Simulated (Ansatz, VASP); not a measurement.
# One calculation of Ta, two programs

```xyz
2
Lattice="2.8691 0.0000 0.0000 -1.4345 2.4847 0.0000 0.0000 0.0000 5.0960" Properties=species:S:1:pos:R:3 pbc="T T T"
Ta    1.4345    0.8282    3.8220
Ta    0.0000    1.6564    1.2740
```

Alike in both runs: functional PBEsol; k mesh 11 × 11 × 6; occupations fermi-dirac, width 0.15 eV; no spin polarisation.

Ansatz relaxed the structure, and its values are those at the end. VASP's run is a single point on that final structure, the one shown.

|  | VASP | Ansatz |
| --- | --- | --- |
| version | VASP 6.6.1 | Ansatz 0.2.0 |
| potentials or method | VASP PAW PBE potentials, release 64 (Ta_pv) | plane waves, PAW |
| plane-wave cutoff (eV) | 520 | 420 |
| valence electrons in the cell | 22 | 26 |

|  | VASP | Ansatz | Ansatz less VASP |
| --- | --- | --- | --- |
| pressure (GPa) | 0.1 | 0.0 | -0.14 |

VASP's potentials were made for PBE, not for PBEsol. VASP's potentials hold 22 valence electrons a cell and Ansatz's 26, so a difference there can come from the potentials and not from the codes.

Spin-orbit coupling is off throughout.
